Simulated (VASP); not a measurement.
WC, 2 atoms in the cell. The structure is tetragonal, space group I4/mmm (No. 139). Conventional cell: a = 3.023 Å, b = 3.023 Å, c = 4.166 Å, α = 90.00°, β = 90.00°, γ = 90.00°. Within 2.8 Å of W (site symmetry 4/mmm) lie 6 C at 2.08 to 2.14 Å. Within 2.8 Å of C (site symmetry 4/mmm) lie 6 W at 2.08 to 2.14 Å.  This cell differs from its parent crystal: strain -0.025 along x and y, -0.050 along z.

| Item | Value |
| --- | --- |
| Program | VASP 6.6.1 |
| Task | single point |
| Functional | PBEsol |
| Potentials or basis | VASP PAW PBE potentials, release 64 (W_sv, C) |
| Cutoff | 520 eV |
| k mesh | 18 × 18 × 18 |
| Occupations | gaussian, width 0.15 eV |
| Spin | no spin polarisation |
| Dipole correction | no |
| Further INCAR settings | ALGO = Normal; EDIFF = 1e-06; NBANDS = 16 |

Potentials or basis: VASP PAW PBE potentials, release 64 (W_sv, C).

Launch:

```bash
$ cat potpaw_PBE.64/W_sv/POTCAR potpaw_PBE.64/C/POTCAR > POTCAR
$ mpirun -np 1 vasp_std > vasp.out
```

Hardware: 1 thread of AMD EPYC 7R43 64-Core Processor (Zen 3), on a shared host.

Task: How long does it take, and how much memory?

Result: Wall time 2.9 min on 1 thread of AMD EPYC 7R43 64-Core Processor (Zen 3), on a shared host, peak memory 0.23 GiB. Counts: scf iterations 12, k points 480.
